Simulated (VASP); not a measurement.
Si3C:

```
Si C
1.0
     2.49740    0.00000    0.00000
     0.00000    2.57898    0.00000
     0.00000    0.00000    9.26657
Si C
3 1
Direct
  0.00000 0.50000 0.25604
  0.00000 0.00000 0.50000
  0.00000 0.50000 0.74396
  0.00000 0.00000 0.00000
```

The cell was built from a structure type or drawn by symmetry, and may not be a known phase.

```yaml
Program: VASP 6.6.1
Task: relaxation of cell and atoms
Functional: PBE
Potentials_or_basis: VASP PAW PBE potentials, release 64 (Si, C)
Cutoff: 600 eV
k_mesh: 6 × 6 × 2
Occupations: gaussian, width 0.1 eV
Spin: no spin polarisation
```

At the start: pressure -10.3 GPa; volume 14.92 Å³/atom.

Question: How do energy, volume and symmetry change on relaxing?

Answer: Over 19 steps the energy falls by 753.5 meV/atom and the volume is 12.97 Å³/atom (-13.1 %); space group Pmmm (No. 47, to 0.1 Å) before and after.

Step by step:
```tsv
step	energy change (eV)	largest force (eV/Å)	pressure (GPa)	volume (Å³)
1	0.0000	1.5217	-10.28	59.68
2	-0.5986	2.2266	0.51	51.77
3	-0.6649	2.3730	10.45	48.00
4	-1.0145	2.1526	12.65	46.70
5	-1.6369	0.7933	30.91	42.82
6	-2.0737	0.4984	25.26	44.15
7	-2.5977	2.7644	18.69	48.15
8	-2.6636	1.2545	19.31	46.95
9	-2.6703	1.7644	19.01	47.33
10	-2.9221	0.6253	8.02	49.57
11	-2.9848	0.3106	-1.87	52.29
12	-2.9902	0.1006	-0.05	51.71
13	-3.0035	0.0140	-0.13	51.79
14	-3.0119	0.1073	-0.03	51.90
15	-3.0124	0.1460	0.04	51.93
16	-3.0125	0.1550	0.06	51.94
17	-3.0133	0.1028	-0.10	51.96
18	-3.0139	0.0065	-0.43	52.01
19	-3.0142	0.0040	-0.14	51.88
```

Final structure:
```xyz
4
Lattice="2.5138 0.0000 0.0000 0.0000 2.8043 0.0000 0.0000 0.0000 7.3588" Properties=species:S:1:pos:R:3 pbc="T T T"
Si    2.5138    1.4022    1.3364
Si    0.0000    2.8043    3.6794
Si    0.0000    1.4022    6.0224
C     0.0000    2.8043    0.0000
```

Caveat: the k points lie up to 0.43 Å⁻¹ apart in the final cell, too coarse for converged energies and pressures of a metal; a cell axis changed by over 15 % at a fixed basis, so the end point is rough.
